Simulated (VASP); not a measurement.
Crystal: ZnAg2S2.

```
Zn Ag S
1.0
     3.82321    0.00000    0.00000
    -1.91160    3.31099    0.00000
     0.00000    0.00000    6.56667
Zn Ag S
1 2 2
Direct
  0.00000 0.00000 0.00000
  0.66667 0.33333 0.35001
  0.33333 0.66667 0.64999
  0.33333 0.66667 0.27008
  0.66667 0.33333 0.72992
```

The cell was built from a structure type or drawn by symmetry, and may not be a known phase.

* Program: VASP 6.6.1
* Task: relaxation of cell and atoms
* Functional: PBE
* Potentials or basis: VASP PAW PBE potentials, release 64 (Zn, Ag, S)
* Cutoff: 600 eV
* k mesh: 6 × 6 × 4
* Occupations: gaussian, width 0.1 eV
* Spin: no spin polarisation

At the start: pressure 27.4 GPa; volume 16.62 Å³/atom.

How do energy, volume and symmetry change on relaxing?

Over 18 steps the energy falls by 570.1 meV/atom and the volume is 18.56 Å³/atom (+11.7 %); space group P-3m1 (No. 164, to 0.1 Å) before and after.

Step by step:
```tsv
step	energy change (eV)	largest force (eV/Å)	pressure (GPa)	volume (Å³)
1	0.0000	3.6191	27.41	83.12
2	-1.4624	0.3940	-8.04	122.03
3	-1.9350	1.1425	-1.85	105.19
4	-2.0996	1.1539	-1.66	102.90
5	-2.4928	0.7985	-0.23	96.15
6	-2.0124	1.2217	10.50	83.19
7	-2.5371	0.6243	1.51	92.93
8	-2.5449	0.3981	2.82	90.68
9	-2.6066	0.3955	-0.51	93.70
10	-2.6101	0.3945	0.04	93.12
11	-2.6882	0.3557	-0.32	93.54
12	-2.8315	0.0601	-0.98	94.39
13	-2.8388	0.1009	-1.06	94.55
14	-2.8391	0.0697	-1.05	94.51
15	-2.8330	0.1414	1.96	90.84
16	-2.8452	0.0986	0.14	92.97
17	-2.8484	0.0505	0.10	92.91
18	-2.8503	0.0252	0.08	92.82
```

Final structure:
```
CELL_PARAMETERS angstrom
3.90462 0.00000 0.00000
-1.95231 3.38150 0.00000
0.00000 0.00000 7.03029
ATOMIC_POSITIONS crystal
Zn 0.00000 0.00000 0.00000
Ag 0.66667 0.33333 0.38283
Ag 0.33333 0.66667 0.61717
S 0.33333 0.66667 0.19108
S 0.66667 0.33333 0.80892
```
